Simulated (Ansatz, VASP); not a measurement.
**One calculation of Ca2C, two programs**

The input POSCAR:

```
Ca2C
1.0
    0.0400458291      3.1686262253      3.1686262253
    3.1686262253      0.0400458291      3.1686262253
    3.1686262253      3.1686262253      0.0400458291
C Ca
1 2
Direct
    0.0000000000      0.0000000000      0.0000000000
    0.2500000000      0.2500000000      0.2500000000
    0.7500000000      0.7500000000      0.7500000000
```

File INCAR.step1:

```
SYSTEM = Ca2C
PREC = Accurate
ENCUT = 520
ISMEAR = 0
SIGMA = 0.01
LREAL = .False.
LASPH = .True.
NELM = 80
NBANDS = 19
GGA = PE
ALGO = Normal
EDIFF = 1E-4
LWAVE = .True.
LCHARG = .False.
```

Contents of INCAR.step2:

```
SYSTEM = Ca2C
PREC = Accurate
ENCUT = 520
EDIFF = 1E-7
ISMEAR = 0
SIGMA = 0.01
LREAL = .False.
LASPH = .True.
NELM = 80
ALGO = Normal
ISIF = 2
LWAVE = .False.
LCHARG = .False.
METAGGA = R2SCAN
LMIXTAU = .True.
NBANDS = 19
ISTART = 1
```

KPOINTS

```
regular mesh
0
Gamma
  8 8 8
  0 0 0
```

Input for Ansatz:

```yaml
crystal:
  lattice:
    - [0.0400458291, 3.1686262253, 3.1686262253]
    - [3.1686262253, 0.0400458291, 3.1686262253]
    - [3.1686262253, 3.1686262253, 0.0400458291]
  atoms:
    - { symbol: C, position: [0.0, 0.0, 0.0] }
    - { symbol: Ca, position: [0.25, 0.25, 0.25] }
    - { symbol: Ca, position: [0.75, 0.75, 0.75] }
kpoints:
  mp_grid: { grid: [8, 8, 8] }
  band_path:
    path:
      - [0.0, 0.0, 0.0]
      - [0.5, 0.0, 0.5]
      - [0.625, 0.25, 0.625]
      - [0.375, 0.375, 0.75]
      - [0.5, 0.5, 0.5]
      - [0.5, 0.25, 0.75]
    npoints: 1
hamiltonian:
  xc: r2scan
scf:
  occupations: { method: fixed }
  n_extra_bands: 4
output:
  forces: true
  stress: true
  eigenvalues: true
```

Change from the starting cell: shear_111 strain +1.9%.

Alike in both runs: task single point; functional r2SCAN; k mesh 8 × 8 × 8; no spin polarisation.

```csv
,VASP,Ansatz
version,VASP 6.6.1,Ansatz 0.2.0
potentials or method,"VASP PAW PBE potentials, release 64 (C, Ca_sv)","plane waves, PAW"
plane-wave cutoff (eV),520,500
occupations,"gaussian, width 0.01 eV",fixed
valence electrons in the cell,24,24
```

|  | VASP | Ansatz | Ansatz less VASP |
| --- | --- | --- | --- |
| gap on the k mesh at the Fermi level (eV) | 0.40 | 0.42 | +0.013 |
| pressure (GPa) | -0.7 | -1.1 | -0.39 |
| traceless stress, the component that is largest in VASP (GPa) | -0.20 | -0.20 | +0.009 |
| rms of the force components (eV/Å) | 0.002 | 0.004 | +0.0013 |

VASP's potentials were made for PBE, not for r2SCAN. Atom by atom the forces differ by 0.001 eV/Å (rms over components).
